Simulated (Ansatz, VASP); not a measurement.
## CaO: VASP beside Ansatz

```
CELL_PARAMETERS angstrom
0.00000 2.39066 2.39066
2.39066 0.00000 2.39066
2.39066 2.39066 0.00000
ATOMIC_POSITIONS crystal
Ca 0.00000 0.00000 0.00000
O 0.50000 0.50000 0.50000
```

Alike in both runs: task single point; functional PBE; k mesh 8 × 8 × 8; occupations gaussian, width 0.02 eV; no spin polarisation.

|  | VASP | Ansatz |
| --- | --- | --- |
| version | VASP 6.6.1 | Ansatz 0.2.0 |
| potentials or method | VASP PAW PBE potentials, release 64 (Ca_sv, O), cutoff 520 eV | scalar-relativistic, plane waves, PAW |
| valence electrons in the cell | 16 | 16 |

Ansatz gave:

* gap on the k mesh at the Fermi level (eV): 3.65
* least direct gap on the mesh (eV): 4.02
* pressure (GPa): 3.5

Task: Which values does VASP return?

Result: gap on the k mesh at the Fermi level (eV): 3.63; least direct gap on the mesh (eV): 4.00; pressure (GPa): 4.1.
